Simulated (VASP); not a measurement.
Wanted: the native input for a VASP 6.6.1 run.

```yaml
Task: single point
Functional: PBEsol
Potentials_or_basis: VASP PAW PBE potentials, release 64 (Cd)
Cutoff: 520 eV
k_mesh: 18 × 18 × 8
Occupations: gaussian, width 0.15 eV
Spin: no spin polarisation
Dipole_correction: no
Further_INCAR_settings: ALGO = Fast; EDIFF = 1e-07; NBANDS = 19
```

The structure of Cd lies in POSCAR:

```
Cd
1.0
    2.9788725081      0.0000000000      0.0000000000
   -1.4894362540      2.6313748520      0.0000000000
    0.0000000000      0.0000000000      5.6176500000
Cd
2
Direct
    0.3333333333      0.6666666667      0.2500000000
    0.6666666667      0.3333333333      0.7500000000
```

This cell differs from its parent crystal: strain +0.0200 x Voigt [0, 1, 0, 0, 0, 0].

One way to write it, as run:

INCAR

```
ALGO = Fast
EDIFF = 1E-7
ENCUT = 520
GGA = PS
ISIF = 2
ISMEAR = 0
LASPH = T
LCHARG = F
LREAL = F
LWAVE = F
NBANDS = 19
NELM = 80
PREC = Accurate
SIGMA = 0.15
```

KPOINTS

```
k-points
0
Gamma
  18 18 8
```

Potentials or basis: VASP PAW PBE potentials, release 64 (Cd).

Run with:

```console
$ cat potpaw_PBE.64/Cd/POTCAR > POTCAR
$ mpirun -np 1 vasp_std > vasp.out
```

It gave:

```
Pressure               : -2.2 GPa
Largest force          : 0.015 eV/Å
Band gap on the k mesh : zero (bands 12 and 13 overlap by 4.34 eV)
```

Caveat: the cell differs from its parent crystal (strain +0.0200 x Voigt [0, 1, 0, 0, 0, 0]); the PAW data sets were made with another functional, which shifts forces and pressure a little.

Wall time 4.8 min on 1 thread of Intel Xeon 8259CL, on a shared host, peak memory 0.41 GiB.
